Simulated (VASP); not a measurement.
Wanted: the native input for a VASP 6.6.1 run.

| Property | Result |
| --- | --- |
| Task | single point |
| Functional | PBE |
| Potentials or basis | VASP PAW PBE potentials, release 64 (B, N) |
| Cutoff | 520 eV |
| k mesh | 12 × 12 × 6 |
| Occupations | gaussian, width 0.05 eV |
| Spin | no spin polarisation |
| Dipole correction | no |
| Further INCAR settings | ALGO = Normal; EDIFF = 1e-06; NBANDS = 16 |

The structure of BN lies in POSCAR:

```
BN
1.0
    2.5539396017      0.0000000000      0.0000000000
   -1.2769698009      2.2117765748      0.0000000000
    0.0000000000      0.0000000000      4.2268550000
B N
2 2
Direct
    0.6983243099      0.3966486197      0.9997240000
    0.3016756901      0.6033513803      0.4997240000
    0.6327572742      0.2655145483      0.6252760000
    0.3672427258      0.7344854517      0.1252760000
```

This cell differs from its parent crystal: mode 4 (471.6 1/cm) frozen in, largest displacement +0.150 Å.

One way to write it, as run:

INCAR

```
  PREC = Accurate
  ENCUT = 520
  EDIFF = 1E-6
  ISMEAR = 0
  SIGMA = 0.05
  LREAL = F
  LASPH = T
  NELM = 100
  ALGO = Normal
  ISIF = 2
  LWAVE = F
  LCHARG = T
  GGA = PE
  LELF = T
  LVHAR = T
  NBANDS = 16
```

KPOINTS

```
regular mesh
0
Gamma
  12 12 6
```

Potentials or basis: VASP PAW PBE potentials, release 64 (B, N).

Launch:

```sh
$ cat potpaw_PBE.64/B/POTCAR potpaw_PBE.64/N/POTCAR > POTCAR
$ mpirun -np 1 vasp_std > vasp.out
```

It gave:

```
Pressure               : -0.3 GPa
Largest force          : 1.888 eV/Å
Band gap on the k mesh : 4.92 eV, indirect (least direct gap 7.83 eV)
```

Caveat: the cell differs from its parent crystal (mode 4 (471.6 1/cm) frozen in, largest displacement +0.150 Å); forces of over 1 eV/Å act on the atoms, so gaps and moduli don't describe the material at rest.

It took 27 s on 1 thread of Intel(R) Xeon(R) 6975P-C (Granite Rapids), on a shared host, peak memory 0.17 GiB.
